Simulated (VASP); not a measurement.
# CaCu2S2 (P-3m1) in VASP: a series of runs

CaCu2S2 is run at these levels: r2SCAN; tasks: single point.

Program: VASP 6.6.1. These are calculated values, not measurements. Logs are shortened: lines on timing, memory, paths and dates and some standing lists are left out, and cuts for length are marked.

## 1. The cell of the first run

The structure is trigonal, space group P-3m1 (No. 164). Conventional cell: a = 3.929 Å, b = 3.929 Å, c = 6.560 Å, α = 90.00°, β = 90.00°, γ = 120.00°. Ca (site symmetry -3m) has 6 S at 2.84 Å and 6 Cu at 3.35 Å within 3.7 Å. Cu (site symmetry 3m) has 4 S at 2.39 Å and 3 Cu at 2.79 Å within 3.2 Å. Within 3.2 Å of S (site symmetry 3m) lie 4 Cu at 2.39 Å and 3 Ca at 2.84 Å.

## 2. Single point, r2SCAN

Input file POSCAR:

```
CaCu2S2
1.0
    3.9288333972      0.0000000000      0.0000000000
   -1.9644166986      3.4024695292      0.0000000000
    0.0000000000      0.0000000000      6.5601310895
Ca Cu S
1 2 2
Direct
    0.0000000000      0.0000000000      0.0000000000
    0.3333333333      0.6666666667      0.3760891744
    0.6666666667      0.3333333333      0.6239108256
    0.3333333333      0.6666666667      0.7406483046
    0.6666666667      0.3333333333      0.2593516954
```

Input file INCAR.step1:

```
  ALGO = Normal
  EDIFF = 1E-4
  ENCUT = 520
  GGA = PE
  ISMEAR = 0
  LASPH = T
  LCHARG = F
  LREAL = F
  LWAVE = T
  NBANDS = 30
  NELM = 60
  PREC = Accurate
  SIGMA = 0.05
```

Input file INCAR.step2:

```
  ALGO = Normal
  EDIFF = 1E-7
  ENCUT = 520
  ISIF = 2
  ISMEAR = 0
  ISTART = 1
  LASPH = T
  LCHARG = F
  LMIXTAU = T
  LREAL = F
  LWAVE = F
  METAGGA = R2SCAN
  NBANDS = 30
  NELM = 60
  PREC = Accurate
  SIGMA = 0.05
```

Input file KPOINTS:

```
k-points
0
Gamma
  8 8 6
```

Potentials or basis: VASP PAW PBE potentials, release 64 (Ca_sv, Cu, S).

The run is started by

```bash
$ cat potpaw_PBE.64/Ca_sv/POTCAR potpaw_PBE.64/Cu/POTCAR potpaw_PBE.64/S/POTCAR > POTCAR
$ cp INCAR.step1 INCAR
$ mpirun -np 1 vasp_std > vasp.out
$ cp INCAR.step2 INCAR
$ mpirun -np 1 vasp_std > vasp.out
```

OUTCAR:

```text
EDIFF = 1E-7
   ENCUT = 520
   ISIF = 2
   ISMEAR = 0
   ISTART = 1
   LASPH = T
   LREAL = F
   METAGGA = R2SCAN
   NELM = 60
   PREC = Accurate

 ion  position               nearest neighbor table
   1  0.000  0.000  0.000-   4 2.84   5 2.84   4 2.84   5 2.84   5 2.84   4 2.84
   2  0.333  0.667  0.376-   4 2.39   5 2.39   5 2.39   5 2.39   3 2.79   3 2.79   3 2.79
   3  0.667  0.333  0.624-   5 2.39   4 2.39   4 2.39   4 2.39   2 2.79   2 2.79   2 2.79
   4  0.333  0.667  0.741-   2 2.39   3 2.39   3 2.39   3 2.39   1 2.84   1 2.84   1 2.84
   5  0.667  0.333  0.259-   3 2.39   2 2.39   2 2.39   2 2.39   1 2.84   1 2.84   1 2.84

  LATTYP: Found a hexagonal cell.
 ALAT       =     3.9288333972
 C/A-ratio  =     1.6697402069

  Lattice vectors:

 A1 = (   3.9288333972,   0.0000000000,   0.0000000000)
 A2 = (  -1.9644166986,   3.4024695292,   0.0000000000)
 A3 = (   0.0000000000,   0.0000000000,   6.5601310895)

Analysis of symmetry for initial positions (statically):
=====================================================================
 Subroutine PRICEL returns:
 Original cell was already a primitive cell.

 Routine SETGRP: Setting up the symmetry group for a
 hexagonal supercell.

 Subroutine GETGRP returns: Found 12 space group operations
 (whereof 12 operations were pure point group operations)
 out of a pool of 24 trial point group operations.

The static configuration has the point symmetry D_3d.

Analysis of symmetry for dynamics (positions and initial velocities):
=====================================================================
 Subroutine PRICEL returns:
 Original cell was already a primitive cell.

 Routine SETGRP: Setting up the symmetry group for a
 hexagonal supercell.

 Subroutine GETGRP returns: Found 12 space group operations
 (whereof 12 operations were pure point group operations)
 out of a pool of 24 trial point group operations.

The dynamic configuration has the point symmetry D_3d.

 Subroutine INISYM returns: Found 12 space group operations
 (whereof 12 operations are pure point group operations),
 and found     1 'primitive' translations

----------------------------------------------------------------------------------------

                                     Primitive cell

  volume of cell :      87.6941

  direct lattice vectors                    reciprocal lattice vectors
     3.928833397  0.000000000  0.000000000     0.254528482  0.146952088  0.000000000
    -1.964416699  3.402469529  0.000000000     0.000000000  0.293904175  0.000000000
     0.000000000  0.000000000  6.560131089     0.000000000  0.000000000  0.152435978

  length of vectors
     3.928833397  3.928833397  6.560131089     0.293904175  0.293904175  0.152435978

  position of ions in fractional coordinates (direct lattice)
     0.000000000  0.000000000  0.000000000
     0.333333333  0.666666667  0.376089174
     0.666666667  0.333333333  0.623910826
     0.333333333  0.666666667  0.740648305
     0.666666667  0.333333333  0.259351695

  ion indices of the primitive-cell ions
   primitive index   ion index
                 1           1
                 2           2
                 3           3
                 4           4
                 5           5

----------------------------------------------------------------------------------------

 KPOINTS: k-points

Automatic generation of k-mesh.
 Grid dimensions read from file:
 generate k-points for:    8    8    6

 Generating k-lattice:

  Cartesian coordinates                     Fractional coordinates (reciprocal lattice)
     0.031816060  0.018369011  0.000000000     0.125000000 -0.000000000  0.000000000
     0.000000000  0.036738022  0.000000000     0.000000000  0.125000000  0.000000000
     0.000000000  0.000000000  0.025405996     0.000000000  0.000000000  0.166666667

  Length of vectors
     0.036738022  0.036738022  0.025405996

  Shift w.r.t. Gamma in fractional coordinates (k-lattice)
     0.000000000  0.000000000  0.000000000

 Subroutine IBZKPT returns following result:
 ===========================================

 Found     50 irreducible k-points:

 Following reciprocal coordinates:
            Coordinates               Weight
  0.000000  0.000000  0.000000      1.000000
  0.125000  0.000000  0.000000      6.000000
  0.250000  0.000000  0.000000      6.000000
  0.375000  0.000000  0.000000      6.000000
  0.500000  0.000000  0.000000      3.000000
  0.125000  0.125000  0.000000      6.000000
[... 16 lines left out ...]
 -0.125000  0.500000  0.166667     12.000000
  0.250000  0.250000  0.166667     12.000000
 [... further k-points ...]
   k-points           NKPTS =     50   k-points in BZ     NKDIM =     50   number of bands    NBANDS=     30
   number of dos      NEDOS =    301   number of ions     NIONS =      5
   total plane-waves  NPLWV =  45000
   dimension x,y,z NGX =    30 NGY =   30 NGZ =   50
   dimension x,y,z NGXF=    60 NGYF=   60 NGZF=  100
   ions per type =               1   2   2
   NGX,Y,Z   is equivalent  to a cutoff of  12.69, 12.69, 12.67 a.u.
   NGXF,Y,Z  is equivalent  to a cutoff of  25.39, 25.39, 25.34 a.u.
 SYSTEM =  unknown system
   PREC   = accura    normal or accurate (medium, high low for compatibility)
   ISTART =      1    job   : 0-new  1-cont  2-samecut
   ICHARG =      0    charge: 1-file 2-atom 10-const
   ISPIN  =      1    spin polarized calculation?
   LNONCOLLINEAR =      F non collinear calculations
   LSORBIT =      F    spin-orbit coupling
   LASPH  =      T    aspherical Exc in radial PAW
   ENCUT  =  520.0 eV  38.22 Ry    6.18 a.u.   7.31  7.31 12.20*2*pi/ulx,y,z
   NELM   =     60;   NELMIN=  2; NELMDL=  0     # of ELM steps
   EDIFF  = 0.1E-06   stopping-criterion for ELM
   LREAL  =      F    real-space projection
   EDIFFG = 0.1E-05   stopping-criterion for IOM
   NSW    =      0    number of steps for IOM
   IBRION =     -1    ionic relax: 0-MD 1-quasi-New 2-CG
   NFREE  =      0    steps in history (QN), initial steepest desc. (CG)
   ISIF   =      2    stress and relaxation
   ISYM   =      2    0-nonsym 1-usesym 2-fastsym
   POTIM  = 0.5000    time-step for ionic-motion
   TEBEG  =    0.0;   TEEND  =   0.0 temperature during run
   PSTRESS=    0.0 pullay stress
   NELECT =      44.0000    total number of electrons
   NUPDOWN=      -1.0000    fix difference up-down
   EMIN   =  10.00;   EMAX   =-10.00  energy-range for DOS
   EFERMI =   0.00;   METHOD = LEGACY
   ISMEAR =     0;   SIGMA  =   0.05  broadening in eV -4-tet -1-fermi 0-gaus
   EFERMI_NEDOS =   21; number of points for ismear=-14 and -15
   IALGO  =     38    algorithm
   IMIX   =      4    mixing-type and parameters
     AMIX     =   0.40;   BMIX     =  1.00
     AMIX_MAG =   1.60;   BMIX_MAG =  1.00
  volume/ion in A,a.u.               =      17.54       118.36
  Fermi-wavevector in a.u.,A,eV,Ry     =   1.300875  2.458297 23.024813  1.692276
  Thomas-Fermi vector in A             =   2.432045
   LORBIT       =      0    0 simple, 1 ext, 2 COOP (PROOUT), +10 PAW based schemes
   METAGGA = R2SCAN    functional components
   LHFCALC =     F    Hartree Fock is set to
   AEXX    =    0.0000 exact exchange contribution
   IVDW    =     0    specifies the selected vdW correction
   LEPSILON=     F    determine dielectric tensor
   LRPA    =     F    only Hartree local field effects (RPA)
 non-spin polarized calculation
 Gauss-broadening in eV      SIGMA  =   0.05
  energy-cutoff  :      520.00
  volume of cell :       87.69
 maximum number of plane-waves:      2406
 NGX is ok and might be reduce to    30
   NGX = 15   NGY = 15   NGZ = 25

 number of electron      43.9999967 magnetization

 Free energy of the ion-electron system (eV)
  ---------------------------------------------------
  ext. energy  EPLUGINS =         0.00000000
  ---------------------------------------------------
  free energy    TOTEN  =       -50.21082634 eV

  energy without entropy =      -50.21082634  energy(sigma->0) =      -50.21082634

 E-fermi :   5.7025     XC(G=0): -10.9923

 val. band max:        5.4895486144   @ k =   0.0000   0.0000   0.0000
 cond. band min:       7.0172026175   @ k =   0.0000   0.0000   0.0000
 fundamental gap:      1.5276540031
 Fermi energy:         5.7024809517

 k-point     1 :       0.0000    0.0000    0.0000
  band No.  band energies     occupation
      1     -36.9158      2.00000
      2     -17.1380      2.00000
      3     -17.0354      2.00000
      4     -17.0354      2.00000
      5      -9.1621      2.00000
      6      -8.2599      2.00000
[... 22 lines left out ...]
     29       9.7840      0.00000
     30      11.9453      0.00000

 k-point     2 :       0.1250    0.0000    0.0000
  band No.  band energies     occupation
      1     -36.9143      2.00000
      2     -17.1308      2.00000
      3     -17.0586      2.00000
      4     -17.0400      2.00000
      5      -9.0578      2.00000
      6      -8.2355      2.00000
[... 22 lines left out ...]
     29       9.9011      0.00000
     30      11.6897      0.00000

 k-point     3 :       0.2500    0.0000    0.0000
  band No.  band energies     occupation
      1     -36.9107      2.00000
      2     -17.1183      2.00000
      3     -17.1088      2.00000
      4     -17.0511      2.00000
      5      -8.7861      2.00000
      6      -8.1803      2.00000
[... 22 lines left out ...]
     29      10.5556      0.00000
     30      11.7235      0.00000

 k-point     4 :       0.3750    0.0000    0.0000
  band No.  band energies     occupation
      1     -36.9070      2.00000
      2     -17.1684      2.00000
      3     -17.0951      2.00000
      4     -17.0621      2.00000
      5      -8.4638      2.00000
      6      -8.1476      2.00000
[... 616 lines left out ...]
     29      11.0484      0.00000
     30      11.9224      0.00000

 k-point    23 :      -0.1250    0.5000    0.1667
  band No.  band energies     occupation
      1     -36.9055      2.00000
      2     -17.1773      2.00000
      3     -17.0886      2.00000
      4     -17.0792      2.00000
      5      -8.2855      2.00000
      6      -8.1697      2.00000
[... 22 lines left out ...]
     29      11.3965      0.00000
     30      11.5934      0.00000

 k-point    24 :       0.2500    0.2500    0.1667
  band No.  band energies     occupation
      1     -36.9055      2.00000
      2     -17.1592      2.00000
      3     -17.0996      2.00000
      4     -17.0868      2.00000
      5      -8.3288      2.00000
      6      -8.1259      2.00000
[... 22 lines left out ...]
     29      11.7868      0.00000
     30      12.1307      0.00000

 [... further k-points ...]

------------------------ aborting loop because EDIFF is reached ----------------------------------------

  FORCE on cell =-STRESS in cart. coord.  units (eV):
  Direction    XX          YY          ZZ          XY          YZ          ZX
  --------------------------------------------------------------------------------------
  -------------------------------------------------------------------------------------
  Total       -1.0056215     -1.0056215     -0.9794655      0.0000000     -0.0000000     -0.0000000
  in kB      -18.3727755    -18.3727755    -17.8949033      0.0000000     -0.0000000     -0.0000000
  external PRESSURE =     -18.2134848 kB  Pullay stress =       0.0000000 kB

 VOLUME and BASIS-vectors are now :
 -----------------------------------------------------------------------------
  energy-cutoff  :      520.00
  volume of cell :       87.69
      direct lattice vectors                 reciprocal lattice vectors
     3.928833397  0.000000000  0.000000000     0.254528482  0.146952088  0.000000000
    -1.964416699  3.402469529  0.000000000     0.000000000  0.293904175  0.000000000
     0.000000000  0.000000000  6.560131089     0.000000000  0.000000000  0.152435978

 POSITION                                       TOTAL-FORCE (eV/Angst)
 -----------------------------------------------------------------------------------
      0.00000      0.00000      0.00000         0.000000      0.000000      0.000000
     -0.00000      2.26831      2.46719        -0.000000      0.000000     -0.009467
      1.96442      1.13416      4.09294         0.000000     -0.000000      0.009467
     -0.00000      2.26831      4.85875         0.000000      0.000000     -0.012036
      1.96442      1.13416      1.70138         0.000000      0.000000      0.012036
 -----------------------------------------------------------------------------------
    total drift:                                0.000000      0.000000      0.000000

  FREE ENERGIE OF THE ION-ELECTRON SYSTEM (eV)
  ---------------------------------------------------
  free  energy   TOTEN  =       -50.2108263357 eV

  energy  without entropy=      -50.2108263357  energy(sigma->0) =      -50.21082634
```

Wall time 6.2 min (1 thread of AMD EPYC 9R45 (Zen 5), shared host); peak memory 0.27 GiB.

Results:

```yaml
Free_energy: -50.2108 eV
Pressure: -1.8 GPa
Largest_force: 0.012 eV/Å
Band_gap_on_the_k_mesh: 1.53 eV
```

Forces in eV/Å, atoms in the order of the input:
```
Ca   0.000  0.000  0.000
Cu   0.000  0.000 -0.009
Cu   0.000  0.000  0.009
S    0.000  0.000 -0.012
S    0.000  0.000  0.012
```

Levels at points of the mesh, in eV from the valence-band top:
| k point | band 18 | band 19 | band 20 | band 21 | band 22 | band 23 | band 24 | band 25 | band 26 | band 27 |
| --- | --- | --- | --- | --- | --- | --- | --- | --- | --- | --- |
| (0.00, 0.00, 0.00) | -0.63 | -0.63 | -0.11 | 0.00 | 0.00 | 1.53 | 2.58 | 2.98 | 3.59 | 3.59 |
| (0.50, 0.00, 0.00) | -1.71 | -1.67 | -1.63 | -1.48 | -0.66 | 2.20 | 3.69 | 4.39 | 5.39 | 5.41 |
| (0.00, 0.00, 0.50) | -0.66 | -0.52 | -0.52 | -0.31 | -0.31 | 2.32 | 2.70 | 3.63 | 3.63 | 4.22 |
| (0.50, 0.00, 0.50) | -1.74 | -1.70 | -1.64 | -0.80 | -0.52 | 2.14 | 3.22 | 3.48 | 4.63 | 4.77 |

Caveat: the PAW data sets were made with another functional, which shifts forces and pressure a little. A k mesh can miss the band edges.

## 3. Single point, r2SCAN

POSCAR is that of step 2.

Input file INCAR.step1:

```
SYSTEM = CaCu2S2
ALGO = Normal ; EDIFF = 1E-4
ENCUT = 520 ; GGA = PE
ISMEAR = 0 ; LASPH = .True.
LCHARG = .False. ; LREAL = .False.
LWAVE = .True. ; NBANDS = 30
NELM = 80 ; PREC = Accurate
SIGMA = 0.05
```

Input file INCAR.step2:

```
SYSTEM = CaCu2S2
ALGO = Normal ; EDIFF = 1E-6
ENCUT = 520 ; ISIF = 2
ISMEAR = 0 ; ISTART = 1
LASPH = .True. ; LCHARG = .True.
LELF = .True. ; LMIXTAU = .True.
LREAL = .False. ; LVHAR = .True.
LWAVE = .False. ; METAGGA = R2SCAN
NBANDS = 30 ; NELM = 80
PREC = Accurate ; SIGMA = 0.05
```

Input file KPOINTS:

```
k-points
0
Gamma
  8 8 6
  0 0 0
```

Potentials or basis: VASP PAW PBE potentials, release 64 (Ca_sv, Cu, S).

The run is started by

```bash
$ cat potpaw_PBE.64/Ca_sv/POTCAR potpaw_PBE.64/Cu/POTCAR potpaw_PBE.64/S/POTCAR > POTCAR
$ cp INCAR.step1 INCAR
$ mpirun -np 1 vasp_std > vasp.out
$ cp INCAR.step2 INCAR
$ mpirun -np 1 vasp_std > vasp.out
```

Run time: 5.7 min. Hardware: 1 thread of AMD EPYC 9R45 (Zen 5), shared host; peak memory 0.27 GiB.

It converged, with:

* Free energy: -50.2108 eV
* Pressure: -1.8 GPa
* Largest force: 0.012 eV/Å
* Band gap on the k mesh: 1.53 eV

Forces on the atoms (eV/Å):
```
Ca   0.000  0.000  0.000
Cu   0.000  0.000 -0.009
Cu   0.000  0.000  0.009
S    0.000  0.000 -0.012
S    0.000  0.000  0.012
```

Levels at points of the mesh, in eV from the valence-band top:
```tsv
k point	band 20	band 21	band 22	band 23	band 24	band 25
(0.00, 0.00, 0.00)	-0.11	0.00	0.00	1.53	2.58	2.98
(0.50, 0.00, 0.00)	-1.63	-1.48	-0.66	2.20	3.69	4.38
(0.00, 0.00, 0.50)	-0.52	-0.31	-0.31	2.32	2.70	3.63
(0.50, 0.00, 0.50)	-1.64	-0.80	-0.52	2.14	3.22	3.48
```

Caveat: the PAW data sets were made with another functional, which shifts forces and pressure a little.
